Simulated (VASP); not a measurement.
# TiO2 (I4_1/amd) in VASP: notebook

TiO2 is run at these levels: PBE; tasks: single point.

Program: VASP 6.6.1. These are calculated values, not measurements. Logs are shortened: lines on timing, memory, paths and dates and some standing lists are left out, and cuts for length are marked.

## Step 1: The cell of the first run

It takes space group I4_1/amd (No. 141, tetragonal). The conventional cell has a = 3.913 Å, b = 3.913 Å, c = 9.988 Å, α = 90.00°, β = 90.00°, γ = 90.00°. Ti (site symmetry -4m2) has 6 O at 2.00 to 2.06 Å within 2.7 Å. Within 2.7 Å of O (site symmetry 2mm) lie 3 Ti at 2.00 to 2.06 Å and 2 O at 2.55 Å.

## Step 2: Single point, PBE (strain +0.030 along x and y, +0.030 along z)

File INCAR:

```
SYSTEM = TiO2
PREC = Accurate
ENCUT = 520
EDIFF = 1E-6
ISMEAR = 0
SIGMA = 0.05
LREAL = .False.
LASPH = .True.
NELM = 100
ALGO = Normal
ISIF = 2
LWAVE = .False.
LCHARG = .False.
GGA = PE
NBANDS = 33
```

File KPOINTS:

```
Automatic mesh
0
Gamma
  10 10 10
  0 0 0
```

File POSCAR:

```
TiO2
1.0
   -1.9565996073      1.9565996073      4.9939018570
    1.9565996073     -1.9565996073      4.9939018570
    1.9565996073      1.9565996073     -4.9939018570
Ti O
2 4
Direct
    0.0000000000      0.0000000000      0.0000000000
    0.7500000000      0.2500000000      0.5000000000
    0.2065067269      0.2065067269      0.0000000000
    0.9565067269      0.4565067269      0.5000000000
    0.5434932731      0.0434932731      0.5000000000
    0.7934932731      0.7934932731      0.0000000000
```

Potentials or basis: VASP PAW PBE potentials, release 64 (Ti_sv, O).

On the command line:

```bash
cat potpaw_PBE.64/Ti_sv/POTCAR potpaw_PBE.64/O/POTCAR > POTCAR
mpirun -np 1 vasp_std > vasp.out
```

OUTCAR:

```text
SYSTEM = TiO2
   PREC = Accurate
   ENCUT = 520
   EDIFF = 1E-6
   ISMEAR = 0
   LREAL = .False.
   LASPH = .True.
   NELM = 100
   ISIF = 2
   GGA = PE

 ion  position               nearest neighbor table
   1  0.000  0.000  0.000-   5 2.00   4 2.00   5 2.00   4 2.00   3 2.06   6 2.06
   2  0.750  0.250  0.500-   6 2.00   3 2.00   6 2.00   3 2.00   4 2.06   5 2.06
   3  0.207  0.207  0.000-   2 2.00   2 2.00   1 2.06
   4  0.957  0.457  0.500-   1 2.00   1 2.00   2 2.06
   5  0.543  0.043  0.500-   1 2.00   1 2.00   2 2.06
   6  0.793  0.793  0.000-   2 2.00   2 2.00   1 2.06

  LATTYP: Found a body centered tetragonal cell.
 ALAT       =     3.9131992146
 C/A-ratio  =     2.5523371457

  Lattice vectors:

 A1 = (  -1.9565996073,   1.9565996073,   4.9939018570)
 A2 = (   1.9565996073,  -1.9565996073,   4.9939018570)
 A3 = (   1.9565996073,   1.9565996073,  -4.9939018570)

Analysis of symmetry for initial positions (statically):
=====================================================================
 Subroutine PRICEL returns:
 Original cell was already a primitive cell.

 Routine SETGRP: Setting up the symmetry group for a
 body centered tetragonal supercell.

 Subroutine GETGRP returns: Found 16 space group operations
 (whereof  8 operations were pure point group operations)
 out of a pool of 16 trial point group operations.

The static configuration has the point symmetry D_2d.
 The point group associated with its full space group is D_4h.

Analysis of symmetry for dynamics (positions and initial velocities):
=====================================================================
 Subroutine PRICEL returns:
 Original cell was already a primitive cell.

 Routine SETGRP: Setting up the symmetry group for a
 body centered tetragonal supercell.

 Subroutine GETGRP returns: Found 16 space group operations
 (whereof  8 operations were pure point group operations)
 out of a pool of 16 trial point group operations.

The dynamic configuration has the point symmetry D_2d.
 The point group associated with its full space group is D_4h.

 Subroutine INISYM returns: Found 16 space group operations
 (whereof  8 operations are pure point group operations),
 and found     1 'primitive' translations

----------------------------------------------------------------------------------------

                                     Primitive cell

  volume of cell :      76.4723

[... 94 lines left out ...]
   ENCUT  =  520.0 eV  38.22 Ry    6.18 a.u.  10.62 10.62 10.62*2*pi/ulx,y,z
   NELM   =    100;   NELMIN=  2; NELMDL= -5     # of ELM steps
   EDIFF  = 0.1E-05   stopping-criterion for ELM
   LREAL  =      F    real-space projection
   EDIFFG = 0.1E-04   stopping-criterion for IOM
   NSW    =      0    number of steps for IOM
   IBRION =     -1    ionic relax: 0-MD 1-quasi-New 2-CG
   NFREE  =      0    steps in history (QN), initial steepest desc. (CG)
   ISIF   =      2    stress and relaxation
   ISYM   =      2    0-nonsym 1-usesym 2-fastsym
   POTIM  = 0.5000    time-step for ionic-motion
   TEBEG  =    0.0;   TEEND  =   0.0 temperature during run
   PSTRESS=    0.0 pullay stress
   NELECT =      48.0000    total number of electrons
   NUPDOWN=      -1.0000    fix difference up-down
   EMIN   =  10.00;   EMAX   =-10.00  energy-range for DOS
   EFERMI =   0.00;   METHOD = LEGACY
   ISMEAR =     0;   SIGMA  =   0.05  broadening in eV -4-tet -1-fermi 0-gaus
   EFERMI_NEDOS =   21; number of points for ismear=-14 and -15
   IALGO  =     38    algorithm
   IMIX   =      4    mixing-type and parameters
     AMIX     =   0.40;   BMIX     =  1.00
     AMIX_MAG =   1.60;   BMIX_MAG =  1.00
  volume/ion in A,a.u.               =      12.75        86.01
  Fermi-wavevector in a.u.,A,eV,Ry     =   1.401696  2.648822 26.732082  1.964753
  Thomas-Fermi vector in A             =   2.524532
   LORBIT       =      0    0 simple, 1 ext, 2 COOP (PROOUT), +10 PAW based schemes
   GGA     = PE    functional components
   LHFCALC =     F    Hartree Fock is set to
   AEXX    =    0.0000 exact exchange contribution
   IVDW    =     0    specifies the selected vdW correction
   LEPSILON=     F    determine dielectric tensor
   LRPA    =     F    only Hartree local field effects (RPA)
 non-spin polarized calculation
 Gauss-broadening in eV      SIGMA  =   0.05
  energy-cutoff  :      520.00
  volume of cell :       76.47
 maximum number of plane-waves:      2079
   NGX = 21   NGY = 21   NGZ = 21

 number of electron      47.9999999 magnetization

 Free energy of the ion-electron system (eV)
  ---------------------------------------------------
  ext. energy  EPLUGINS =         0.00000000
  ---------------------------------------------------
  free energy    TOTEN  =       -53.56775994 eV

  energy without entropy =      -53.56775994  energy(sigma->0) =      -53.56775994

 E-fermi :   2.7532     XC(G=0): -10.1521

 val. band max:        2.3964232023   @ k =  -0.4000   0.4000   0.0000
 cond. band min:       4.2963811457   @ k =   0.0000   0.0000   0.0000
 fundamental gap:      1.8999579434
 Fermi energy:         2.7532284415

 k-point     1 :       0.0000    0.0000    0.0000
  band No.  band energies     occupation
      1     -54.4179      2.00000
      2     -54.3847      2.00000
      3     -30.7419      2.00000
      4     -30.5834      2.00000
      5     -30.5834      2.00000
      6     -30.5401      2.00000
[... 853 lines left out ...]
     32       7.9184      0.00000
     33       8.7591      0.00000

 [... further k-points ...]
[... 5 lines left out ...]
  --------------------------------------------------------------------------------------
  -------------------------------------------------------------------------------------
  Total       -6.8299532     -6.8299532     -7.1407307      0.0000000      0.0000000      0.0000000
  in kB     -143.0949769   -143.0949769   -149.6061066      0.0000000      0.0000000      0.0000000
  external PRESSURE =    -145.2653535 kB  Pullay stress =       0.0000000 kB

 VOLUME and BASIS-vectors are now :
 -----------------------------------------------------------------------------
  energy-cutoff  :      520.00
  volume of cell :       76.47
      direct lattice vectors                 reciprocal lattice vectors
    -1.956599607  1.956599607  4.993901857     0.000000000  0.255545385  0.100122112
     1.956599607 -1.956599607  4.993901857     0.255545385  0.000000000  0.100122112
     1.956599607  1.956599607 -4.993901857     0.255545385  0.255545385  0.000000000

 POSITION                                       TOTAL-FORCE (eV/Angst)
 -----------------------------------------------------------------------------------
      0.00000      0.00000      0.00000         0.000000      0.000000      0.000000
      0.00000      1.95660      2.49695         0.000000      0.000000      0.000000
      0.00000      0.00000      2.06255        -0.000000      0.000000     -0.400529
     -0.00000      1.95660      4.55950         0.000000     -0.000000     -0.400529
      0.00000      1.95660      0.43440         0.000000     -0.000000      0.400529
      0.00000      0.00000      7.92526        -0.000000      0.000000      0.400529
 -----------------------------------------------------------------------------------
    total drift:                               -0.000000      0.000000      0.000000

  FREE ENERGIE OF THE ION-ELECTRON SYSTEM (eV)
  ---------------------------------------------------
  free  energy   TOTEN  =       -53.5677599353 eV

  energy  without entropy=      -53.5677599353  energy(sigma->0) =      -53.56775994
```

OSZICAR:

```text
N       E                     dE             d eps       ncg     rms          rms(c)
DAV:   1     0.647287512071E+03    0.64729E+03   -0.24125E+04  6733   0.165E+03
DAV:   2     0.305673054779E+02   -0.61672E+03   -0.57148E+03  7320   0.494E+02
DAV:   3    -0.669736294131E+02   -0.97541E+02   -0.95968E+02  9282   0.188E+02
DAV:   4    -0.716865709530E+02   -0.47129E+01   -0.47027E+01 10307   0.405E+01
DAV:   5    -0.718886976051E+02   -0.20213E+00   -0.20209E+00  8804   0.625E+00    0.290E+01
DAV:   6    -0.544484953257E+02    0.17440E+02   -0.88110E+01  9522   0.846E+01    0.135E+01
DAV:   7    -0.541323539537E+02    0.31614E+00   -0.19142E+01  9118   0.375E+01    0.849E+00
DAV:   8    -0.540192036752E+02    0.11315E+00   -0.63354E-01  8480   0.513E+00    0.739E+00
DAV:   9    -0.539771877701E+02    0.42016E-01   -0.31616E+00  9270   0.180E+01    0.596E+00
DAV:  10    -0.535872322502E+02    0.38996E+00   -0.19361E+00  9003   0.119E+01    0.121E+00
DAV:  11    -0.535677114584E+02    0.19521E-01   -0.99890E-02  9165   0.282E+00    0.346E-01
DAV:  12    -0.535691973714E+02   -0.14859E-02   -0.86221E-03  8990   0.992E-01    0.323E-01
DAV:  13    -0.535677393857E+02    0.14580E-02   -0.42142E-03  9639   0.606E-01    0.431E-02
DAV:  14    -0.535677551550E+02   -0.15769E-04   -0.34232E-04  8615   0.146E-01    0.211E-02
DAV:  15    -0.535677594116E+02   -0.42566E-05   -0.25279E-05  9088   0.386E-02    0.114E-02
DAV:  16    -0.535677599353E+02   -0.52373E-06   -0.23725E-06  6881   0.154E-02
   1 F= -.53567760E+02 E0= -.53567760E+02  d E =-.865282E-26
```

It took 8.3 min on 1 thread of Intel Xeon Platinum 8488C (Sapphire Rapids), shared host; peak memory 0.38 GiB.

What came out:

| Property | Result |
| --- | --- |
| Free energy | -53.5678 eV |
| Pressure | -14.5 GPa |
| Largest force | 0.401 eV/Å |
| Band gap on the k mesh | 1.90 eV (least direct gap 2.18 eV) |

Forces in eV/Å, atoms in the order of the input:
```
Ti   0.000  0.000  0.000
Ti   0.000  0.000  0.000
O    0.000  0.000 -0.401
O    0.000  0.000 -0.401
O    0.000  0.000  0.401
O    0.000  0.000  0.401
```

Levels at points of the mesh, in eV from the valence-band top:
| k point | band 22 | band 23 | band 24 | band 25 | band 26 | band 27 |
| --- | --- | --- | --- | --- | --- | --- |
| (0.00, 0.00, 0.00) | -0.77 | -0.35 | -0.35 | 1.90 | 2.46 | 3.48 |
| (0.50, 0.00, 0.00) | -0.94 | -0.75 | -0.63 | 2.82 | 3.04 | 3.09 |
| (0.50, 0.50, 0.00) | -1.83 | -0.04 | -0.04 | 2.82 | 2.82 | 3.23 |
| (0.50, 0.50, 0.50) | -1.23 | -0.12 | -0.12 | 2.17 | 2.17 | 3.24 |

Caveat: the cell differs from its parent crystal (strain +0.030 along x and y, +0.030 along z); the cell stands under tension.

(Part 1 of 2 ends here.)
